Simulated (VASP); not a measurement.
A run of VASP 6.6.1:

Contents of INCAR:

```
SYSTEM = Te2Mo
ALGO = Normal ; EDIFF = 1E-6
ENCUT = 520 ; GGA = PE
ISIF = 2 ; ISMEAR = 0
IVDW = 12 ; LASPH = .True.
LCHARG = .False. ; LREAL = .False.
LWAVE = .False. ; NBANDS = 35
NELM = 100 ; PREC = Accurate
SIGMA = 0.05
```

KPOINTS

```
k-points
0
Gamma
  12 12 2
  0 0 0
```

Contents of POSCAR:

```
Te2Mo
1.0
    3.4964011427      0.0000000000      0.0000000000
   -1.7482005713      3.0279722114      0.0000000000
    0.0000000000      0.0000000000     13.7008448036
Te Mo
4 2
Direct
    0.3333333333      0.6666666667      0.6173401522
    0.6666666667      0.3333333333      0.1173401522
    0.3333333333      0.6666666667      0.8826598478
    0.6666666667      0.3333333333      0.3826598478
    0.3333333333      0.6666666667      0.2500000000
    0.6666666667      0.3333333333      0.7500000000
```

Potentials or basis: VASP PAW PBE potentials, release 64 (Te, Mo_sv).

The run is started by

```sh
$ cat potpaw_PBE.64/Te/POTCAR potpaw_PBE.64/Mo_sv/POTCAR > POTCAR
$ mpirun -np 1 vasp_std > vasp.out
```

Hardware: 1 thread of Intel(R) Xeon(R) 6975P-C (Granite Rapids), on a shared host.

Task: How long does it take, and how much memory?

Result: It took 94 s on 1 thread of Intel(R) Xeon(R) 6975P-C (Granite Rapids) (shared host), peak memory 0.38 GiB. Counts: scf iterations 16, k points 38.
